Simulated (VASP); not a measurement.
# Zr2C (I4/mcm) in VASP: single point with PBEsol

Aim: the single point of Zr2C with PBEsol.

Program: VASP 6.6.1. These are calculated values, not measurements. Logs are shortened: lines on timing, memory, paths and dates and some standing lists are left out, and cuts for length are marked.

### Step 1. The cell of the first run

It takes space group I4/mcm (No. 140, tetragonal). The conventional cell has a = 5.881 Å, b = 5.881 Å, c = 5.113 Å, α = 90.00°, β = 90.00°, γ = 90.00°. Zr (site symmetry m2m) has 4 C at 2.53 Å and 11 Zr at 2.86 to 3.26 Å within 3.3 Å. Within 3.3 Å of C (site symmetry 422) lie 8 Zr at 2.53 Å and 2 C at 2.56 Å.

### Step 2. Single point, PBEsol

INCAR

```
PREC = Accurate ; ENCUT = 520
EDIFF = 1E-6 ; ISMEAR = 0
SIGMA = 0.1 ; LREAL = False
LASPH = True ; NELM = 80
ALGO = Normal ; ISIF = 2
LWAVE = False ; LCHARG = False
GGA = PS ; NBANDS = 37
```

KPOINTS

```
Automatic mesh
0
Gamma
  10 10 10
```

POSCAR

```
Zr2C
1.0
   -2.9406623962      2.9406623962      2.5564036364
    2.9406623962     -2.9406623962      2.5564036364
    2.9406623962      2.9406623962     -2.5564036364
Zr C
4 2
Direct
    0.8278868223      0.6721131777      0.5000000000
    0.3278868223      0.8278868223      0.1557736447
    0.1721131777      0.3278868223      0.5000000000
    0.6721131777      0.1721131777      0.8442263553
    0.7500000000      0.7500000000      0.0000000000
    0.2500000000      0.2500000000      0.0000000000
```

Potentials or basis: VASP PAW PBE potentials, release 64 (Zr_sv, C).

Run with:

```sh
cat potpaw_PBE.64/Zr_sv/POTCAR potpaw_PBE.64/C/POTCAR > POTCAR
mpirun -np 1 vasp_std > vasp.out
```

OUTCAR:

```text
PREC = Accurate
   ENCUT = 520
   EDIFF = 1E-6
   ISMEAR = 0
   LREAL = False
   LASPH = True
   NELM = 80
   ISIF = 2
   GGA = PS

 ion  position               nearest neighbor table
   1  0.828  0.672  0.500-   6 2.53   5 2.53   5 2.53   6 2.53   3 2.86   3 2.87   3 2.87   4 3.08
                             2 3.08   4 3.08   2 3.08   2 3.26   4 3.26   4 3.26   2 3.26
   2  0.328  0.828  0.156-   6 2.53   5 2.53   5 2.53   6 2.53   4 2.86   4 2.87   4 2.87   1 3.08
                             3 3.08   1 3.08   3 3.08   1 3.26   3 3.26   1 3.26   3 3.26
   3  0.172  0.328  0.500-   5 2.53   6 2.53   6 2.53   5 2.53   1 2.86   1 2.87   1 2.87   2 3.08
                             4 3.08   2 3.08   4 3.08   4 3.26   2 3.26   4 3.26   2 3.26
   4  0.672  0.172  0.844-   6 2.53   5 2.53   5 2.53   6 2.53   2 2.86   2 2.87   2 2.87   1 3.08
                             3 3.08   1 3.08   3 3.08   3 3.26   1 3.26   1 3.26   3 3.26
   5  0.750  0.750  0.000-   2 2.53   4 2.53   1 2.53   1 2.53   3 2.53   3 2.53   4 2.53   2 2.53

   6  0.250  0.250  0.000-   2 2.53   4 2.53   3 2.53   3 2.53   1 2.53   1 2.53   4 2.53   2 2.53

  LATTYP: Found a body centered tetragonal cell.
 ALAT       =     5.8813247924
 C/A-ratio  =     0.8693291823

  Lattice vectors:

 A1 = (  -2.9406623962,   2.9406623962,   2.5564036364)
 A2 = (   2.9406623962,  -2.9406623962,   2.5564036364)
 A3 = (   2.9406623962,   2.9406623962,  -2.5564036364)

Analysis of symmetry for initial positions (statically):
=====================================================================
 Subroutine PRICEL returns:
 Original cell was already a primitive cell.

 Routine SETGRP: Setting up the symmetry group for a
 body centered tetragonal supercell.

 Subroutine GETGRP returns: Found 16 space group operations
 (whereof  8 operations were pure point group operations)
 out of a pool of 16 trial point group operations.

The static configuration has the point symmetry C_4h.
 The point group associated with its full space group is D_4h.

Analysis of symmetry for dynamics (positions and initial velocities):
=====================================================================
 Subroutine PRICEL returns:
 Original cell was already a primitive cell.

 Routine SETGRP: Setting up the symmetry group for a
 body centered tetragonal supercell.

 Subroutine GETGRP returns: Found 16 space group operations
 (whereof  8 operations were pure point group operations)
 out of a pool of 16 trial point group operations.

The dynamic configuration has the point symmetry C_4h.
 The point group associated with its full space group is D_4h.

 Subroutine INISYM returns: Found 16 space group operations
 (whereof  8 operations are pure point group operations),
 and found     1 'primitive' translations

----------------------------------------------------------------------------------------

                                     Primitive cell

  volume of cell :      88.4260

  direct lattice vectors                    reciprocal lattice vectors
    -2.940662396  2.940662396  2.556403636     0.000000000  0.170029719  0.195587267
     2.940662396 -2.940662396  2.556403636     0.170029719  0.000000000  0.195587267
     2.940662396  2.940662396 -2.556403636     0.170029719  0.170029719  0.000000000

  length of vectors
     4.881617581  4.881617581  4.881617581     0.259161116  0.259161116  0.240458334

  position of ions in fractional coordinates (direct lattice)
     0.827886822  0.672113178  0.500000000
     0.327886822  0.827886822  0.155773645
     0.172113178  0.327886822  0.500000000
     0.672113178  0.172113178  0.844226355
     0.750000000  0.750000000  0.000000000
     0.250000000  0.250000000  0.000000000

  ion indices of the primitive-cell ions
   primitive index   ion index
                 1           1
                 2           2
                 3           3
                 4           4
                 5           5
                 6           6

----------------------------------------------------------------------------------------

 KPOINTS: Automatic mesh

Automatic generation of k-mesh.
 Grid dimensions read from file:
 generate k-points for:   10   10   10

 Generating k-lattice:

  Cartesian coordinates                     Fractional coordinates (reciprocal lattice)
     0.000000000  0.017002972  0.019558727     0.100000000  0.000000000 -0.000000000
     0.017002972  0.000000000  0.019558727     0.000000000  0.100000000 -0.000000000
     0.017002972  0.017002972  0.000000000     0.000000000  0.000000000  0.100000000

  Length of vectors
     0.025916112  0.025916112  0.024045833

  Shift w.r.t. Gamma in fractional coordinates (k-lattice)
     0.000000000  0.000000000  0.000000000

 Subroutine IBZKPT returns following result:
 ===========================================

 Found    102 irreducible k-points:

 Following reciprocal coordinates:
            Coordinates               Weight
  0.000000  0.000000  0.000000      1.000000
  0.100000 -0.000000  0.000000      8.000000
  0.200000 -0.000000  0.000000      8.000000
  0.300000  0.000000  0.000000      8.000000
  0.400000 -0.000000  0.000000      8.000000
  0.500000  0.000000  0.000000      4.000000
[... 16 lines left out ...]
  0.300000  0.300000  0.000000      8.000000
  0.400000  0.300000  0.000000     16.000000
 [... further k-points ...]
   k-points           NKPTS =    102   k-points in BZ     NKDIM =    102   number of bands    NBANDS=     37
   number of dos      NEDOS =    301   number of ions     NIONS =      6
   total plane-waves  NPLWV =  46656
   dimension x,y,z NGX =    36 NGY =   36 NGZ =   36
   dimension x,y,z NGXF=    72 NGYF=   72 NGZF=   72
   ions per type =               4   2
   NGX,Y,Z   is equivalent  to a cutoff of  12.26, 12.26, 12.26 a.u.
   NGXF,Y,Z  is equivalent  to a cutoff of  24.52, 24.52, 24.52 a.u.
 SYSTEM =  unknown system
   PREC   = accura    normal or accurate (medium, high low for compatibility)
   ISTART =      0    job   : 0-new  1-cont  2-samecut
   ICHARG =      2    charge: 1-file 2-atom 10-const
   ISPIN  =      1    spin polarized calculation?
   LNONCOLLINEAR =      F non collinear calculations
   LSORBIT =      F    spin-orbit coupling
   LASPH  =      T    aspherical Exc in radial PAW
   ENCUT  =  520.0 eV  38.22 Ry    6.18 a.u.   9.08  9.08  9.08*2*pi/ulx,y,z
   NELM   =     80;   NELMIN=  2; NELMDL= -5     # of ELM steps
   EDIFF  = 0.1E-05   stopping-criterion for ELM
   LREAL  =      F    real-space projection
   EDIFFG = 0.1E-04   stopping-criterion for IOM
   NSW    =      0    number of steps for IOM
   IBRION =     -1    ionic relax: 0-MD 1-quasi-New 2-CG
   NFREE  =      0    steps in history (QN), initial steepest desc. (CG)
   ISIF   =      2    stress and relaxation
   ISYM   =      2    0-nonsym 1-usesym 2-fastsym
   POTIM  = 0.5000    time-step for ionic-motion
   TEBEG  =    0.0;   TEEND  =   0.0 temperature during run
   PSTRESS=    0.0 pullay stress
   NELECT =      56.0000    total number of electrons
   NUPDOWN=      -1.0000    fix difference up-down
   EMIN   =  10.00;   EMAX   =-10.00  energy-range for DOS
   EFERMI =   0.00;   METHOD = LEGACY
   ISMEAR =     0;   SIGMA  =   0.10  broadening in eV -4-tet -1-fermi 0-gaus
   EFERMI_NEDOS =   21; number of points for ismear=-14 and -15
   IALGO  =     38    algorithm
   IMIX   =      4    mixing-type and parameters
     AMIX     =   0.40;   BMIX     =  1.00
     AMIX_MAG =   1.60;   BMIX_MAG =  1.00
  volume/ion in A,a.u.               =      14.74        99.45
  Fermi-wavevector in a.u.,A,eV,Ry     =   1.405867  2.656704 26.891401  1.976462
  Thomas-Fermi vector in A             =   2.528285
   LORBIT       =      0    0 simple, 1 ext, 2 COOP (PROOUT), +10 PAW based schemes
   GGA     = PS    functional components
   LHFCALC =     F    Hartree Fock is set to
   AEXX    =    0.0000 exact exchange contribution
   IVDW    =     0    specifies the selected vdW correction
   LEPSILON=     F    determine dielectric tensor
   LRPA    =     F    only Hartree local field effects (RPA)
 non-spin polarized calculation
 Gauss-broadening in eV      SIGMA  =   0.10
  energy-cutoff  :      520.00
  volume of cell :       88.43
 maximum number of plane-waves:      2412
   NGX = 19   NGY = 19   NGZ = 19

 number of electron      56.0000001 magnetization

 Free energy of the ion-electron system (eV)
  ---------------------------------------------------
  ext. energy  EPLUGINS =         0.00000000
  ---------------------------------------------------
  free energy    TOTEN  =       -57.27809111 eV

  energy without entropy =      -57.26306480  energy(sigma->0) =      -57.27057796

 E-fermi :  10.4112     XC(G=0): -12.3755

 val. band max:       10.4090705852   @ k =   0.4000   0.3000   0.1000
 cond. band min:      10.4117991077   @ k =   0.4000   0.4000   0.1000
 fundamental gap:      0.0027285225
 Fermi energy:        10.4112387600

 k-point     1 :       0.0000    0.0000    0.0000
  band No.  band energies     occupation
      1     -37.6751      2.00000
      2     -37.4359      2.00000
      3     -37.2986      2.00000
      4     -37.2986      2.00000
      5     -16.2363      2.00000
      6     -16.1323      2.00000
[... 29 lines left out ...]
     36      14.2367      0.00000
     37      14.9023      0.00000

 k-point     2 :       0.1000   -0.0000    0.0000
  band No.  band energies     occupation
      1     -37.6652      2.00000
      2     -37.4349      2.00000
      3     -37.3056      2.00000
      4     -37.3030      2.00000
      5     -16.2560      2.00000
      6     -16.1575      2.00000
[... 29 lines left out ...]
     36      14.5698      0.00000
     37      14.6797      0.00000

 k-point     3 :       0.2000   -0.0000    0.0000
  band No.  band energies     occupation
      1     -37.6369      2.00000
      2     -37.4323      2.00000
      3     -37.3259      2.00000
      4     -37.3154      2.00000
      5     -16.2980      2.00000
      6     -16.2088      2.00000
[... 29 lines left out ...]
     36      14.3727      0.00000
     37      14.8141      0.00000

 k-point     4 :       0.3000    0.0000    0.0000
  band No.  band energies     occupation
      1     -37.5937      2.00000
      2     -37.4306      2.00000
      3     -37.3551      2.00000
      4     -37.3333      2.00000
      5     -16.3361      2.00000
      6     -16.2743      2.00000
[... 29 lines left out ...]
     36      14.2966      0.00000
     37      14.8333      0.00000
[... 683 lines left out ...]
      1     -37.6455      2.00000
      2     -37.4450      2.00000
      3     -37.3203      2.00000
      4     -37.2989      2.00000
      5     -16.1994      2.00000
      6     -16.1871      2.00000
[... 29 lines left out ...]
     36      14.9808      0.00000
     37      15.4139      0.00000

 k-point    23 :       0.3000    0.3000    0.0000
  band No.  band energies     occupation
      1     -37.4861      2.00000
      2     -37.4615      2.00000
      3     -37.4136      2.00000
      4     -37.3542      2.00000
      5     -16.3886      2.00000
      6     -16.1067      2.00000
[... 29 lines left out ...]
     36      14.6138      0.00000
     37      14.6984      0.00000

 k-point    24 :       0.4000    0.3000    0.0000
  band No.  band energies     occupation
      1     -37.5171      2.00000
      2     -37.4423      2.00000
      3     -37.4199      2.00000
      4     -37.3355      2.00000
      5     -16.3473      2.00000
      6     -16.1787      2.00000
[... 29 lines left out ...]
     36      14.6840      0.00000
     37      15.1137      0.00000

 [... further k-points ...]

------------------------ aborting loop because EDIFF is reached ----------------------------------------

  FORCE on cell =-STRESS in cart. coord.  units (eV):
  Direction    XX          YY          ZZ          XY          YZ          ZX
  --------------------------------------------------------------------------------------
  -------------------------------------------------------------------------------------
  Total        0.1296793      0.1296793      0.1215361      0.0000000      0.0000000      0.0000000
  in kB        2.3496415      2.3496415      2.2020959      0.0000000      0.0000000      0.0000000
  external PRESSURE =       2.3004596 kB  Pullay stress =       0.0000000 kB

 VOLUME and BASIS-vectors are now :
 -----------------------------------------------------------------------------
  energy-cutoff  :      520.00
  volume of cell :       88.43
      direct lattice vectors                 reciprocal lattice vectors
    -2.940662396  2.940662396  2.556403636     0.000000000  0.170029719  0.195587267
     2.940662396 -2.940662396  2.556403636     0.170029719  0.000000000  0.195587267
     2.940662396  2.940662396 -2.556403636     0.170029719  0.170029719  0.000000000

 POSITION                                       TOTAL-FORCE (eV/Angst)
 -----------------------------------------------------------------------------------
      1.01225      1.92841      2.55640        -0.001994      0.001994     -0.000000
      1.92841     -1.01225      2.55640         0.001994      0.001994      0.000000
      1.92841      1.01225      0.00000         0.001994     -0.001994      0.000000
      1.01225      3.95292      0.00000        -0.001994     -0.001994     -0.000000
      0.00000      0.00000      3.83461         0.000000     -0.000000      0.000000
      0.00000      0.00000      1.27820         0.000000      0.000000      0.000000
 -----------------------------------------------------------------------------------
    total drift:                               -0.000000     -0.000000     -0.000000

  FREE ENERGIE OF THE ION-ELECTRON SYSTEM (eV)
  ---------------------------------------------------
  free  energy   TOTEN  =       -57.2780911131 eV

  energy  without entropy=      -57.2630648019  energy(sigma->0) =      -57.27057796
```

Run time: 4 min. Hardware: 1 thread of Intel Xeon Platinum 8259CL at 2.50GHz (Skylake/Cascade Lake), shared host; peak memory 0.38 GiB.

Results:

```yaml
Free_energy: -57.2781 eV
Pressure: 0.2 GPa
Band_gap_on_the_k_mesh: zero (bands 28 and 29 overlap by 1.00 eV)
```

Forces on the atoms (eV/Å):
```
Zr  -0.002  0.002  0.000
Zr   0.002  0.002  0.000
Zr   0.002 -0.002  0.000
Zr  -0.002 -0.002  0.000
C    0.000  0.000  0.000
C    0.000  0.000  0.000
```

Levels at points of the mesh, in eV from the Fermi level:
| k point | band 25 | band 26 | band 27 | band 28 | band 29 | band 30 | band 31 | band 32 |
| --- | --- | --- | --- | --- | --- | --- | --- | --- |
| (0.00, 0.00, 0.00) | -1.77 | -1.02 | -1.02 | 0.22 | 0.78 | 1.21 | 2.53 | 2.98 |
| (0.50, 0.00, 0.00) | -1.23 | -1.23 | -0.87 | -0.87 | 0.72 | 0.72 | 1.97 | 1.97 |
| (0.50, 0.50, 0.00) | -1.48 | -1.16 | -1.07 | -0.06 | 0.65 | 1.92 | 2.11 | 2.75 |
| (0.50, 0.50, 0.50) | -0.36 | -0.12 | 0.39 | 0.39 | 0.67 | 0.96 | 1.35 | 1.70 |

Caveat: the PAW data sets were made with another functional, which shifts forces and pressure a little.
